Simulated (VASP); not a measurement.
The system is TiB2N3.

```
Ti B N
1.0
     4.05753    0.00000    0.00000
     0.00000    4.05753    0.00000
     0.00000    0.00000    3.65070
Ti B N
1 2 3
Direct
  0.00000 0.00000 0.00831
  0.00000 0.00000 0.52200
  0.50000 0.50000 0.37407
  0.50000 0.00000 0.80892
  0.00000 0.50000 0.80892
  0.50000 0.50000 0.71891
```

* Program: VASP 6.6.1
* Task: relaxation of cell and atoms
* Functional: PBE
* Potentials or basis: VASP PAW PBE potentials, release 64 (Ti_sv, B, N)
* Cutoff: 600 eV
* k mesh: 4 × 4 × 6
* Occupations: gaussian, width 0.1 eV
* Spin: collinear spin, ferromagnetic start
* Starting moments: [1.0, 0.0, 0.0, 0.0, 0.0, 0.0] μB

At the start: pressure 15.5 GPa; volume 10.02 Å³/atom.

**Question.** How do energy, volume and symmetry change on relaxing?

**Answer.** Over 25 steps the energy falls by 973.9 meV/atom and the volume is 8.81 Å³/atom (-12.1 %); space group P4mm (No. 99, to 0.05 Å); moment 0.00 μB per cell.

Step by step:
| step | energy change (eV) | largest force (eV/Å) | pressure (GPa) | volume (Å³) |
| --- | --- | --- | --- | --- |
| 1 | 0.0000 | 6.8360 | 15.51 | 60.10 |
| 2 | -1.4347 | 0.5707 | -17.87 | 67.31 |
| 3 | -1.4339 | 0.5712 | -17.73 | 67.20 |
| 4 | -2.0884 | 3.8043 | 3.55 | 56.97 |
| 5 | -2.1104 | 3.0420 | -0.55 | 58.31 |
| 6 | -2.6738 | 2.2163 | 5.83 | 53.40 |
| 7 | -2.7479 | 2.7248 | 11.49 | 51.30 |
| 8 | -3.1132 | 3.3917 | 11.36 | 50.49 |
| 9 | -3.8303 | 5.4321 | 17.32 | 48.09 |
| 10 | -4.4534 | 3.2993 | 10.99 | 49.21 |
| 11 | -4.6079 | 3.6240 | 9.32 | 50.10 |
| 12 | -4.9423 | 1.5783 | -2.66 | 51.74 |
| 13 | -4.9715 | 1.9665 | -8.53 | 52.90 |
| 14 | -4.9747 | 1.7476 | -7.35 | 52.64 |
| 15 | -5.1395 | 1.7434 | -5.29 | 52.12 |
| 16 | -5.3742 | 1.6349 | 5.72 | 50.54 |
| 17 | -5.5510 | 1.1060 | 5.63 | 51.14 |
| 18 | -5.7001 | 0.9504 | 5.66 | 52.16 |
| 19 | -5.8191 | 0.3419 | -2.98 | 53.99 |
| 20 | -5.8193 | 0.3248 | -3.25 | 54.06 |
| 21 | -5.8386 | 0.2054 | -0.34 | 53.28 |
| 22 | -5.8390 | 0.1937 | 0.15 | 53.15 |
| 23 | -5.8412 | 0.1203 | -0.19 | 53.13 |
| 24 | -5.8422 | 0.1026 | -0.61 | 53.10 |
| 25 | -5.8433 | 0.0398 | 0.09 | 52.83 |

Final structure:
```
Ti B N
1.0
     3.25665    0.00000    0.00000
     0.00000    3.25665    0.00000
     0.00000    0.00000    4.98154
Ti B N
1 2 3
Direct
  0.00000 0.00000 0.12837
  0.00000 0.00000 0.66389
  0.50000 0.50000 0.15417
  0.50000 0.00000 0.72590
  0.00000 0.50000 0.72590
  0.50000 0.50000 0.84290
```

Caveat: the k points lie up to 0.48 Å⁻¹ apart in the final cell.
